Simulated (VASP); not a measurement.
## ZnSe (Stilleite): single point with PBE-based screened hybrid

The system is ZnSe (Stilleite).

```xyz
2
Lattice="0.0000 2.8324 2.8324 2.8324 0.0000 2.8324 2.8324 2.8324 0.0000" Properties=species:S:1:pos:R:3 pbc="T T T"
Zn    0.0000    0.0000    0.0000
Se    1.4162    1.4162    1.4162
```

```
Program                            : VASP 6.6.1
Task                               : single point
Functional                         : PBE-based screened hybrid
Potentials or basis                : VASP PAW PBE potentials, release 64 (Zn, Se)
Cutoff                             : 520 eV
k mesh                             : 4 × 4 × 4
Occupations                        : gaussian, width 0.01 eV
Spin                               : no spin polarisation
Dipole correction                  : no
Grid for exact exchange (PRECFOCK) : Normal
Share of exact exchange            : 0.4
Further INCAR settings             : ALGO = Normal; EDIFF = 1e-06; NBANDS = 16
Screening parameter                : 0.5 1/Å
```

```
Pressure               : 1.8 GPa
Band gap on the k mesh : 2.35 eV, direct
```

Levels at points of the mesh, in eV from the valence-band top:
```tsv
k point	band 6	band 7	band 8	band 9	band 10	band 11	band 12	band 13
(0.00, 0.00, 0.00)	-8.45	0.00	0.00	0.00	2.35	6.78	6.78	6.78
(0.50, 0.00, 0.00)	-8.25	-5.37	-0.89	-0.89	3.54	7.30	7.30	9.54
(0.50, 0.50, 0.00)	-8.19	-5.01	-2.24	-2.24	3.67	4.34	12.03	12.68
```

It took 8.2 min on 1 thread of AMD EPYC 7R43 64-Core Processor (Zen 3), with other jobs on the host, peak memory 0.23 GiB.

Caveat: the k points lie up to 0.48 Å⁻¹ apart; the PAW data sets were made with another functional, which shifts forces and pressure a little.
